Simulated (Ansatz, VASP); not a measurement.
Given: the input of a run of VASP 6.6.1 on Ag.

Contents of POSCAR:

```
Ag
1.0
    2.9103349780      0.0000000000      0.0000000000
   -1.4551674890      2.5204240244      0.0000000000
    0.0000000000      0.0000000000      4.7578513803
Ag
2
Direct
    0.6666666667      0.3333333333      0.7500000000
    0.3333333333      0.6666666667      0.2500000000
```

Contents of INCAR.step1:

```
PREC = Accurate
ENCUT = 520
EDIFF = 1E-5
ISMEAR = -1
SIGMA = 0.05
LREAL = F
LASPH = T
NELM = 80
ALGO = Normal
ISIF = 2
LWAVE = T
LCHARG = F
NBANDS = 18
GGA = PE
```

The input INCAR.step2:

```
PREC = Accurate
ENCUT = 520
EDIFF = 1E-6
ISMEAR = -1
SIGMA = 0.05
LREAL = F
LASPH = T
NELM = 80
ALGO = Normal
ISIF = 2
LWAVE = F
LCHARG = F
GGA = PE
LHFCALC = T
AEXX = 0.25
PRECFOCK = Normal
NBANDS = 18
ISTART = 1
```

Contents of KPOINTS:

```
regular mesh
0
Gamma
  6 6 4
```

Potentials or basis: VASP PAW PBE potentials, release 64 (Ag).

The run is started by

```console
$ cat potpaw_PBE.64/Ag/POTCAR > POTCAR
$ cp INCAR.step1 INCAR
$ mpirun -np 1 vasp_std > vasp.out
$ cp INCAR.step2 INCAR
$ mpirun -np 1 vasp_std > vasp.out
```

Set up the same calculation for Ansatz 0.2.0. Potentials there: Ansatz PAW.

As run (the cutoff follows the program's own potentials):

Contents of input.yaml:

```yaml
crystal:
  lattice:
    - [2.910334978, 0.0, 0.0]
    - [-1.455167489, 2.5204240244, 0.0]
    - [0.0, 0.0, 4.7578513803]
  atoms:
    - { symbol: Ag, position: [0.6666666667, 0.3333333333, 0.75] }
    - { symbol: Ag, position: [0.3333333333, 0.6666666667, 0.25] }
hamiltonian:
  xc: pbe0
  pseudopotentials: { kind: paw }
kpoints:
  mp_grid: { grid: [6, 6, 4] }
scf:
  occupations: { method: fermi_dirac, width: 0.05 }
output:
  forces: true
  stress: true
  eigenvalues: true
```

Potentials or basis: Ansatz PAW.

Run with:

```sh
$ ansatz run input.yaml --threads 2 --pin off --max-ram 5632MiB --backend cpu --events-out ev --progress --plain --runs-dir out
```

Both were run:

|  | VASP | Ansatz | Ansatz less VASP |
| --- | --- | --- | --- |
| gap on the k mesh at the Fermi level (eV) | none | none | - |
| pressure (GPa) | 2.2 | 2.3 | +0.11 |
| traceless stress, the component that is largest in VASP (GPa) | -2.18 | -2.15 | +0.027 |

A gap of «none» marks a metal or a gap that the smearing closes. The functional is the same, so the differences come from potentials, cutoffs and numerics. VASP's potentials hold 22 valence electrons a cell and Ansatz's 38, so a difference there can come from the potentials and not from the codes.

The k mesh is coarse, so the values compare programs but aren't converged.
